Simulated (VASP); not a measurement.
## AlRu: single point with PBE

The system is AlRu.

```
Al Ru
1.0
     2.99160    0.00000    0.00000
     0.00000    2.99160    0.00000
     0.00000    0.00000    3.00656
Al Ru
1 1
Direct
  0.00000 0.00000 0.00000
  0.50000 0.50000 0.50000
```

This cell differs from its parent crystal: strain +0.0050 x Voigt [0, 0, 1, 0, 0, 0].

* Program: VASP 6.6.1
* Task: single point
* Functional: PBE
* Potentials or basis: VASP PAW PBE potentials, release 64 (Al, Ru_pv)
* Cutoff: 520 eV
* k mesh: 16 × 16 × 16
* Occupations: gaussian, width 0.15 eV
* Spin: no spin polarisation

The pressure is 1.6 GPa.

Stress tensor (GPa, compression positive):
```
1.84 0.00 0.00
0.00 1.84 0.00
0.00 0.00 0.99
```

Levels at points of the mesh, in eV from the Fermi level:
```tsv
k point	band 5	band 6	band 7	band 8	band 9	band 10	band 11	band 12	band 13	band 14
(0.00, 0.00, 0.00)	-3.56	-3.55	0.15	0.15	0.18	5.94	6.09	6.09	10.92	10.94
(0.50, 0.00, 0.00)	-5.47	-2.75	-1.65	-1.59	0.41	2.29	7.43	10.91	11.04	12.61
(0.50, 0.50, 0.00)	-3.04	-1.36	-1.36	-1.20	-1.20	1.53	5.31	6.19	10.46	12.16
(0.00, 0.00, 0.50)	-5.53	-2.77	-1.59	-1.59	0.43	2.20	7.44	11.03	11.03	12.67
(0.50, 0.00, 0.50)	-3.06	-1.40	-1.37	-1.16	-1.15	1.50	5.24	6.16	10.58	12.11
(0.50, 0.50, 0.50)	-4.62	-4.62	1.58	1.62	2.53	4.09	4.12	4.12	8.45	8.45
```

Run time: 74 s on 1 thread of Intel(R) Xeon(R) Platinum 8375C CPU @ 2.90GHz (Ice Lake), with other jobs on the host, peak memory 0.27 GiB.

Caveat: the cell differs from its parent crystal (strain +0.0050 x Voigt [0, 0, 1, 0, 0, 0]).
